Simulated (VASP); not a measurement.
# Zn (P-1) in VASP: further runs

Zn is run at these levels: PBE; tasks: single point.

Everything below comes from runs of VASP 6.6.1. Logs are shortened: lines on timing, memory, paths and dates and some standing lists are left out, and cuts for length are marked.

## (1) The cell of the first run

The typed cell holds 2 atoms: a = 2.670 Å, b = 2.670 Å, c = 4.966 Å, α = 90.00°, β = 90.00°, γ = 120.00°.

## (2) Single point, PBE

Contents of INCAR:

```
SYSTEM = Zn
PREC = Accurate
ENCUT = 520
EDIFF = 1E-7
ISMEAR = -1
SIGMA = 0.05
LREAL = .False.
LASPH = .True.
NELM = 100
ALGO = Fast
ISIF = 2
LWAVE = .False.
LCHARG = .False.
GGA = PE
NBANDS = 19
```

Contents of KPOINTS:

```
Automatic mesh
0
Gamma
  7 7 4
  0 0 0
```

Contents of POSCAR:

```
Zn
1.0
    2.6700000000      0.0000000000      0.0000000000
   -1.3350000000      2.3122878281      0.0000000000
    0.0000000000      0.0000000000      4.9660000000
Zn
2
Direct
    0.6541600000      0.3141430000      0.8085440000
    0.3356730000      0.6494480000      0.2531850000
```

Potentials or basis: VASP PAW PBE potentials, release 64 (Zn).

Started as:

```sh
> cat potpaw_PBE.64/Zn/POTCAR > POTCAR
> mpirun -np 1 vasp_std > vasp.out
```

OUTCAR:

```text
SYSTEM = Zn
   PREC = Accurate
   ENCUT = 520
   EDIFF = 1E-7
   ISMEAR = -1
   LREAL = .False.
   LASPH = .True.
   NELM = 100
   ISIF = 2
   GGA = PE

 ion  position               nearest neighbor table
   1  0.654  0.314  0.809-   2 2.68   2 2.69   2 2.71
   2  0.336  0.649  0.253-   1 2.68   1 2.69   1 2.71

  LATTYP: Found a hexagonal cell.
 ALAT       =     2.6700000000
 C/A-ratio  =     1.8599250936

  Lattice vectors:

 A1 = (   2.6700000000,   0.0000000000,   0.0000000000)
 A2 = (  -1.3350000000,   2.3122878281,   0.0000000000)
 A3 = (   0.0000000000,   0.0000000000,   4.9660000000)

Analysis of symmetry for initial positions (statically):
=====================================================================
 Subroutine PRICEL returns:
 Original cell was already a primitive cell.

 Routine SETGRP: Setting up the symmetry group for a
 hexagonal supercell.

 Subroutine GETGRP returns: Found  2 space group operations
 (whereof  1 operations were pure point group operations)
 out of a pool of 24 trial point group operations.

The static configuration has the point symmetry C_1 .
 The point group associated with its full space group is S_2 .

Analysis of symmetry for dynamics (positions and initial velocities):
=====================================================================
 Subroutine PRICEL returns:
 Original cell was already a primitive cell.

 Routine SETGRP: Setting up the symmetry group for a
 hexagonal supercell.

 Subroutine GETGRP returns: Found  2 space group operations
 (whereof  1 operations were pure point group operations)
 out of a pool of 24 trial point group operations.

The dynamic configuration has the point symmetry C_1 .
 The point group associated with its full space group is S_2 .

 Subroutine INISYM returns: Found  2 space group operations
 (whereof  1 operations are pure point group operations),
 and found     1 'primitive' translations

----------------------------------------------------------------------------------------

                                     Primitive cell

  volume of cell :      30.6591

  direct lattice vectors                    reciprocal lattice vectors
     2.670000000  0.000000000  0.000000000     0.374531835  0.216236056  0.000000000
    -1.335000000  2.312287828  0.000000000     0.000000000  0.432472112  0.000000000
     0.000000000  0.000000000  4.966000000     0.000000000  0.000000000  0.201369311

  length of vectors
     2.670000000  2.670000000  4.966000000     0.432472112  0.432472112  0.201369311

  position of ions in fractional coordinates (direct lattice)
     0.654160000  0.314143000  0.808544000
     0.335673000  0.649448000  0.253185000

  ion indices of the primitive-cell ions
   primitive index   ion index
                 1           1
                 2           2

----------------------------------------------------------------------------------------

 KPOINTS: Automatic mesh

Automatic generation of k-mesh.
 Grid dimensions read from file:
 generate k-points for:    7    7    4

 Generating k-lattice:

  Cartesian coordinates                     Fractional coordinates (reciprocal lattice)
     0.053504548  0.030890865  0.000000000     0.142857143  0.000000000  0.000000000
     0.000000000  0.061781730  0.000000000     0.000000000  0.142857143  0.000000000
     0.000000000  0.000000000  0.050342328     0.000000000  0.000000000  0.250000000

  Length of vectors
     0.061781730  0.061781730  0.050342328

  Shift w.r.t. Gamma in fractional coordinates (k-lattice)
     0.000000000  0.000000000  0.000000000

 Subroutine IBZKPT returns following result:
 ===========================================

 Found     99 irreducible k-points:

 Following reciprocal coordinates:
            Coordinates               Weight
  0.000000  0.000000  0.000000      1.000000
  0.142857  0.000000  0.000000      2.000000
  0.000000  0.142857  0.000000      2.000000
 -0.142857  0.142857  0.000000      2.000000
  0.285714  0.000000  0.000000      2.000000
  0.000000  0.285714  0.000000      2.000000
[... 16 lines left out ...]
  0.285714  0.285714  0.000000      2.000000
 -0.285714 -0.428571  0.000000      2.000000
 [... further k-points ...]
   k-points           NKPTS =     99   k-points in BZ     NKDIM =     99   number of bands    NBANDS=     19
   number of dos      NEDOS =    301   number of ions     NIONS =      2
   total plane-waves  NPLWV =  16000
   dimension x,y,z NGX =    20 NGY =   20 NGZ =   40
   dimension x,y,z NGXF=    40 NGYF=   40 NGZF=   80
   ions per type =               2
   NGX,Y,Z   is equivalent  to a cutoff of  12.45, 12.45, 13.39 a.u.
   NGXF,Y,Z  is equivalent  to a cutoff of  24.91, 24.91, 26.78 a.u.
 SYSTEM =  Zn
   PREC   = accura    normal or accurate (medium, high low for compatibility)
   ISTART =      0    job   : 0-new  1-cont  2-samecut
   ICHARG =      2    charge: 1-file 2-atom 10-const
   ISPIN  =      1    spin polarized calculation?
   LNONCOLLINEAR =      F non collinear calculations
   LSORBIT =      F    spin-orbit coupling
   LASPH  =      T    aspherical Exc in radial PAW
   ENCUT  =  520.0 eV  38.22 Ry    6.18 a.u.   4.96  4.96  9.23*2*pi/ulx,y,z
   NELM   =    100;   NELMIN=  2; NELMDL= -5     # of ELM steps
   EDIFF  = 0.1E-06   stopping-criterion for ELM
   LREAL  =      F    real-space projection
   EDIFFG = 0.1E-05   stopping-criterion for IOM
   NSW    =      0    number of steps for IOM
   IBRION =     -1    ionic relax: 0-MD 1-quasi-New 2-CG
   NFREE  =      0    steps in history (QN), initial steepest desc. (CG)
   ISIF   =      2    stress and relaxation
   ISYM   =      2    0-nonsym 1-usesym 2-fastsym
   POTIM  = 0.5000    time-step for ionic-motion
   TEBEG  =    0.0;   TEEND  =   0.0 temperature during run
   PSTRESS=    0.0 pullay stress
   NELECT =      24.0000    total number of electrons
   NUPDOWN=      -1.0000    fix difference up-down
   EMIN   =  10.00;   EMAX   =-10.00  energy-range for DOS
   EFERMI =   0.00;   METHOD = LEGACY
   ISMEAR =    -1;   SIGMA  =   0.05  broadening in eV -4-tet -1-fermi 0-gaus
   EFERMI_NEDOS =   21; number of points for ismear=-14 and -15
   IALGO  =     68    algorithm
   IMIX   =      4    mixing-type and parameters
     AMIX     =   0.40;   BMIX     =  1.00
     AMIX_MAG =   1.60;   BMIX_MAG =  1.00
  volume/ion in A,a.u.               =      15.33       103.45
  Fermi-wavevector in a.u.,A,eV,Ry     =   1.508778  2.851177 30.972445  2.276410
  Thomas-Fermi vector in A             =   2.619187
   LORBIT       =      0    0 simple, 1 ext, 2 COOP (PROOUT), +10 PAW based schemes
   GGA     = PE    functional components
   LHFCALC =     F    Hartree Fock is set to
   AEXX    =    0.0000 exact exchange contribution
   IVDW    =     0    specifies the selected vdW correction
   LEPSILON=     F    determine dielectric tensor
   LRPA    =     F    only Hartree local field effects (RPA)
 non-spin polarized calculation
 RMM-DIIS sequential band-by-band and
  energy-cutoff  :      520.00
  volume of cell :       30.66
 maximum number of plane-waves:       846
   NGX =  9   NGY =  9   NGZ = 19

 number of electron      23.9999996 magnetization

 Free energy of the ion-electron system (eV)
  ---------------------------------------------------
  ext. energy  EPLUGINS =         0.00000000
  ---------------------------------------------------
  free energy    TOTEN  =        -2.19129841 eV

  energy without entropy =       -2.18856843  energy(sigma->0) =       -2.18993342

 E-fermi :   3.2173     XC(G=0): -11.4813

 val. band max:        3.1174501983   @ k =   0.4286  -0.1429   0.0000
 cond. band min:       3.2867123045   @ k =   0.0000   0.0000   0.2500
 fundamental gap:      0.1692621062
 Fermi energy:         3.2172632425

 k-point     1 :       0.0000    0.0000    0.0000
  band No.  band energies     occupation
      1      -7.4356      2.00000
      2      -5.6082      2.00000
      3      -4.8524      2.00000
      4      -4.6818      2.00000
      5      -4.6778      2.00000
      6      -4.6334      2.00000
[... 11 lines left out ...]
     18      21.9865      0.00000
     19      22.1024      0.00000

 k-point     2 :       0.1429    0.0000    0.0000
  band No.  band energies     occupation
      1      -6.8542      2.00000
      2      -5.3879      2.00000
      3      -4.8360      2.00000
      4      -4.7252      2.00000
      5      -4.6555      2.00000
      6      -4.5511      2.00000
[... 11 lines left out ...]
     18      19.7731      0.00000
     19      21.2448      0.00000

 k-point     3 :       0.0000    0.1429    0.0000
  band No.  band energies     occupation
      1      -6.8537      2.00000
      2      -5.3859      2.00000
      3      -4.8385      2.00000
      4      -4.7322      2.00000
      5      -4.6482      2.00000
      6      -4.5493      2.00000
[... 11 lines left out ...]
     18      19.7700      0.00000
     19      21.2837      0.00000

 k-point     4 :      -0.1429    0.1429    0.0000
  band No.  band energies     occupation
      1      -6.8533      2.00000
      2      -5.3848      2.00000
      3      -4.8404      2.00000
      4      -4.7361      2.00000
      5      -4.6427      2.00000
      6      -4.5484      2.00000
[... 11 lines left out ...]
     18      19.7728      0.00000
     19      21.3204      0.00000

 k-point     5 :       0.2857    0.0000    0.0000
  band No.  band energies     occupation
      1      -5.6075      2.00000
      2      -5.2386      2.00000
      3      -4.9715      2.00000
      4      -4.7159      2.00000
      5      -4.5177      2.00000
      6      -4.5044      2.00000
[... 11 lines left out ...]
     18      18.0439      0.00000
     19      19.7815      0.00000

 k-point     6 :       0.0000    0.2857    0.0000
  band No.  band energies     occupation
      1      -5.6010      2.00000
      2      -5.2331      2.00000
      3      -4.9675      2.00000
      4      -4.7220      2.00000
      5      -4.5287      2.00000
      6      -4.4957      2.00000
[... 11 lines left out ...]
     18      18.0236      0.00000
     19      19.7927      0.00000

 k-point     7 :      -0.2857    0.2857    0.0000
  band No.  band energies     occupation
      1      -5.5970      2.00000
      2      -5.2301      2.00000
      3      -4.9653      2.00000
      4      -4.7243      2.00000
      5      -4.5331      2.00000
      6      -4.4943      2.00000
[... 11 lines left out ...]
     18      18.0306      0.00000
     19      19.8023      0.00000

 k-point     8 :       0.4286   -0.0000    0.0000
  band No.  band energies     occupation
      1      -5.4151      2.00000
      2      -5.3435      2.00000
      3      -5.2068      2.00000
      4      -4.7008      2.00000
      5      -4.5701      2.00000
      6      -4.4367      2.00000
[... 256 lines left out ...]
 k-point    20 :       0.4286    0.1429    0.0000
  band No.  band energies     occupation
      1      -5.2818      2.00000
      2      -5.1934      2.00000
      3      -5.1903      2.00000
      4      -4.6897      2.00000
      5      -4.6453      2.00000
      6      -4.4291      2.00000
[... 11 lines left out ...]
     18      14.8556      0.00000
     19      16.2937      0.00000

 k-point    21 :      -0.1429   -0.4286    0.0000
  band No.  band energies     occupation
      1      -5.2797      2.00000
      2      -5.1859      2.00000
      3      -5.1824      2.00000
      4      -4.7063      2.00000
      5      -4.6392      2.00000
      6      -4.4241      2.00000
[... 11 lines left out ...]
     18      14.8568      0.00000
     19      16.3048      0.00000

 k-point    22 :       0.4286    0.4286    0.0000
  band No.  band energies     occupation
      1      -5.2788      2.00000
      2      -5.1806      2.00000
      3      -5.1781      2.00000
      4      -4.7145      2.00000
      5      -4.6379      2.00000
      6      -4.4201      2.00000
[... 11 lines left out ...]
     18      14.8595      0.00000
     19      16.3111      0.00000

 k-point    23 :       0.2857    0.2857    0.0000
  band No.  band energies     occupation
      1      -5.1287      2.00000
      2      -4.9993      2.00000
      3      -4.9807      2.00000
      4      -4.7109      2.00000
      5      -4.6773      2.00000
      6      -4.5372      2.00000
[... 11 lines left out ...]
     18      11.1694      0.00000
     19      12.7006      0.00000

 k-point    24 :      -0.2857   -0.4286    0.0000
  band No.  band energies     occupation
      1      -5.1256      2.00000
      2      -5.0002      2.00000
      3      -4.9780      2.00000
      4      -4.7037      2.00000
      5      -4.6828      2.00000
      6      -4.5406      2.00000
[... 11 lines left out ...]
     18      11.0667      0.00000
     19      12.7520      0.00000

 [... further k-points ...]

------------------------ aborting loop because EDIFF is reached ----------------------------------------

  FORCE on cell =-STRESS in cart. coord.  units (eV):
  Direction    XX          YY          ZZ          XY          YZ          ZX
  --------------------------------------------------------------------------------------
  -------------------------------------------------------------------------------------
  Total        0.0021432      0.0022535      0.7846847      0.0012392     -0.0033436     -0.0409143
  in kB        0.1120010      0.1177632     41.0058584      0.0647566     -0.1747272     -2.1380901
  external PRESSURE =      13.7452075 kB  Pullay stress =       0.0000000 kB

 VOLUME and BASIS-vectors are now :
 -----------------------------------------------------------------------------
  energy-cutoff  :      520.00
  volume of cell :       30.66
      direct lattice vectors                 reciprocal lattice vectors
     2.670000000  0.000000000  0.000000000     0.374531835  0.216236056  0.000000000
    -1.335000000  2.312287828  0.000000000     0.000000000  0.432472112  0.000000000
     0.000000000  0.000000000  4.966000000     0.000000000  0.000000000  0.201369311

 POSITION                                       TOTAL-FORCE (eV/Angst)
 -----------------------------------------------------------------------------------
      1.32723      0.72639      4.01523         0.027401      0.002286     -0.685250
      0.02923      1.50171      1.25732        -0.027401     -0.002286      0.685250
 -----------------------------------------------------------------------------------
    total drift:                               -0.000082     -0.000020     -0.000008

  FREE ENERGIE OF THE ION-ELECTRON SYSTEM (eV)
  ---------------------------------------------------
  free  energy   TOTEN  =        -2.1912984149 eV

  energy  without entropy=       -2.1885684341  energy(sigma->0) =       -2.18993342
```

Wall time 65 s (1 thread of Intel Xeon 8259CL, shared host); peak memory 0.17 GiB.

Results:

| Property | Result |
| --- | --- |
| Free energy | -2.1913 eV |
| Pressure | 1.4 GPa |
| Largest force | 0.686 eV/Å |
| Band gap on the k mesh | zero (bands 12 and 13 overlap by 4.40 eV) |

Forces on the atoms (eV/Å):
```
Zn   0.027  0.002 -0.685
Zn  -0.027 -0.002  0.685
```

Caveat: the k points lie up to 0.39 Å⁻¹ apart, too coarse for converged energies and pressures of a metal.

## (3) Single point, PBE

Contents of INCAR:

```
PREC = Accurate ; ENCUT = 520
EDIFF = 1E-6 ; ISMEAR = -1
SIGMA = 0.05 ; LREAL = F
LASPH = T ; NELM = 100
ALGO = Normal ; ISIF = 2
LWAVE = F ; LCHARG = F
GGA = PE ; NBANDS = 19
```

Contents of KPOINTS:

```
Automatic mesh
0
Gamma
  7 7 4
```

POSCAR is that of step 2.

Potentials or basis: VASP PAW PBE potentials, release 64 (Zn).

Started as:

```sh
> cat potpaw_PBE.64/Zn/POTCAR > POTCAR
> mpirun -np 1 vasp_std > vasp.out
```

OUTCAR:

```text
PREC = Accurate
   ENCUT = 520
   EDIFF = 1E-6
   ISMEAR = -1
   LREAL = F
   LASPH = T
   NELM = 100
   ISIF = 2
   GGA = PE

 ion  position               nearest neighbor table
   1  0.654  0.314  0.809-   2 2.68   2 2.69   2 2.71
   2  0.336  0.649  0.253-   1 2.68   1 2.69   1 2.71

  LATTYP: Found a hexagonal cell.
 ALAT       =     2.6700000000
 C/A-ratio  =     1.8599250936

  Lattice vectors:

 A1 = (   2.6700000000,   0.0000000000,   0.0000000000)
 A2 = (  -1.3350000000,   2.3122878281,   0.0000000000)
 A3 = (   0.0000000000,   0.0000000000,   4.9660000000)

Analysis of symmetry for initial positions (statically):
=====================================================================
 Subroutine PRICEL returns:
 Original cell was already a primitive cell.

 Routine SETGRP: Setting up the symmetry group for a
 hexagonal supercell.

 Subroutine GETGRP returns: Found  2 space group operations
 (whereof  1 operations were pure point group operations)
 out of a pool of 24 trial point group operations.
[... 159 lines left out ...]
  ---------------------------------------------------
  free energy    TOTEN  =        -2.19129852 eV

  energy without entropy =       -2.18856854  energy(sigma->0) =       -2.18993353

 E-fermi :   3.2172     XC(G=0): -11.4813

 val. band max:        3.1174356149   @ k =   0.4286  -0.1429   0.0000
 cond. band min:       3.2866986177   @ k =   0.0000   0.0000   0.2500
 fundamental gap:      0.1692630028
 Fermi energy:         3.2172489549

 k-point     1 :       0.0000    0.0000    0.0000
  band No.  band energies     occupation
      1      -7.4356      2.00000
      2      -5.6084      2.00000
      3      -4.8526      2.00000
      4      -4.6820      2.00000
      5      -4.6780      2.00000
      6      -4.6335      2.00000
[... 505 lines left out ...]
      6      -4.5408      2.00000
[... 11 lines left out ...]
     18      11.0667      0.00000
     19      12.7520      0.00000

 [... further k-points ...]

------------------------ aborting loop because EDIFF is reached ----------------------------------------

  FORCE on cell =-STRESS in cart. coord.  units (eV):
  Direction    XX          YY          ZZ          XY          YZ          ZX
  --------------------------------------------------------------------------------------
  -------------------------------------------------------------------------------------
  Total        0.0147889      0.0148859      0.7983279      0.0012556     -0.0033433     -0.0409018
  in kB        0.7728352      0.7779020     41.7188179      0.0656145     -0.1747108     -2.1374349
  external PRESSURE =      14.4231850 kB  Pullay stress =       0.0000000 kB

 VOLUME and BASIS-vectors are now :
 -----------------------------------------------------------------------------
  energy-cutoff  :      520.00
  volume of cell :       30.66
      direct lattice vectors                 reciprocal lattice vectors
     2.670000000  0.000000000  0.000000000     0.374531835  0.216236056  0.000000000
    -1.335000000  2.312287828  0.000000000     0.000000000  0.432472112  0.000000000
     0.000000000  0.000000000  4.966000000     0.000000000  0.000000000  0.201369311

 POSITION                                       TOTAL-FORCE (eV/Angst)
 -----------------------------------------------------------------------------------
      1.32723      0.72639      4.01523         0.027398      0.002285     -0.684834
      0.02923      1.50171      1.25732        -0.027398     -0.002285      0.684834
 -----------------------------------------------------------------------------------
    total drift:                               -0.000082     -0.000020     -0.000008

  FREE ENERGIE OF THE ION-ELECTRON SYSTEM (eV)
  ---------------------------------------------------
  free  energy   TOTEN  =        -2.1912985180 eV

  energy  without entropy=       -2.1885685400  energy(sigma->0) =       -2.18993353
```

Run time: 49 s. Hardware: 1 thread of Intel Xeon 8259CL, shared host; peak memory 0.17 GiB.

What came out:

```yaml
Free_energy: -2.1913 eV
Pressure: 1.4 GPa
Largest_force: 0.685 eV/Å
Band_gap_on_the_k_mesh: zero (bands 12 and 13 overlap by 4.40 eV)
```

Forces on the atoms (eV/Å):
```
Zn   0.027  0.002 -0.685
Zn  -0.027 -0.002  0.685
```

Stress tensor (GPa, compression positive):
```
 0.08  0.01 -0.21
 0.01  0.08 -0.02
-0.21 -0.02  4.17
```

Caveat: the k points lie up to 0.39 Å⁻¹ apart, too coarse for converged energies and pressures of a metal.
